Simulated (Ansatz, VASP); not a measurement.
Y: VASP beside Ansatz

POSCAR

```
Y
1.0
    3.6808463851      0.0000000000      0.0000000000
   -1.8404231926      3.1877064770      0.0000000000
    0.0000000000      0.0000000000      5.7206466204
Y
2
Direct
    0.3333333333      0.6666666667      0.2500000000
    0.6666666667      0.3333333333      0.7500000000
```

INCAR.step1

```
ALGO = Normal ; EDIFF = 1E-4
ENCUT = 520 ; GGA = PE
ISMEAR = -1 ; LASPH = True
LCHARG = False ; LREAL = False
LWAVE = True ; NBANDS = 18
NELM = 100 ; PREC = Accurate
SIGMA = 0.1
```

Contents of INCAR.step2:

```
ALGO = Normal ; EDIFF = 1E-6
ENCUT = 520 ; ISIF = 2
ISMEAR = -1 ; ISTART = 1
LASPH = True ; LCHARG = False
LMIXTAU = True ; LREAL = False
LWAVE = False ; METAGGA = R2SCAN
NBANDS = 18 ; NELM = 100
PREC = Accurate ; SIGMA = 0.1
```

Contents of KPOINTS:

```
k-points
0
Gamma
  5 5 3
```

Input for Ansatz:

```yaml
crystal:
  lattice:
    - [3.6808463851, 0.0, 0.0]
    - [-1.8404231926, 3.187706477, 0.0]
    - [0.0, 0.0, 5.7206466204]
  atoms:
    - { symbol: "Y", position: [0.3333333333, 0.6666666667, 0.25] }
    - { symbol: "Y", position: [0.6666666667, 0.3333333333, 0.75] }
hamiltonian:
  xc: r2scan
  pseudopotentials:
    kind: paw
    azcp:
      "Y": "pseudopotentials/Y.paw.azcp"
basis:
  ecutwfc: 500
  fft_grid_basis: typed
kpoints:
  mp_grid: { grid: [5, 5, 3], shift: [0, 0, 0] }
magnetization:
  spin_polarized: false
scf:
  occupations: { method: fermi_dirac, width: 0.1 }
  lower_state_search: "off"
output:
  stress: true
  write_density: true
  write_potential: true
  elf: true
  volumetric_format: npy
```

Alike in both runs: task single point; functional r2SCAN; k mesh 5 × 5 × 3; occupations fermi-dirac, width 0.1 eV; no spin polarisation.

|  | VASP | Ansatz |
| --- | --- | --- |
| version | VASP 6.6.1 | Ansatz 0.2.0 |
| potentials or method | VASP PAW PBE potentials, release 64 (Y_sv), cutoff 520 eV | plane waves (500 eV) with PAW, scalar-relativistic |
| valence electrons in the cell | 22 | 22 |

VASP gave:

* pressure (GPa): 0.2
* traceless stress, the component that is largest in VASP (GPa): -0.39

Q: Which values does Ansatz return?

A: Pressure (GPa): 0.2; traceless stress, the component that is largest in VASP (GPa): -0.42.

VASP's potentials were made for PBE, not for r2SCAN. The functional is the same, so the differences come from potentials, cutoffs and numerics.

The k mesh is coarse, so the values compare programs but aren't converged.
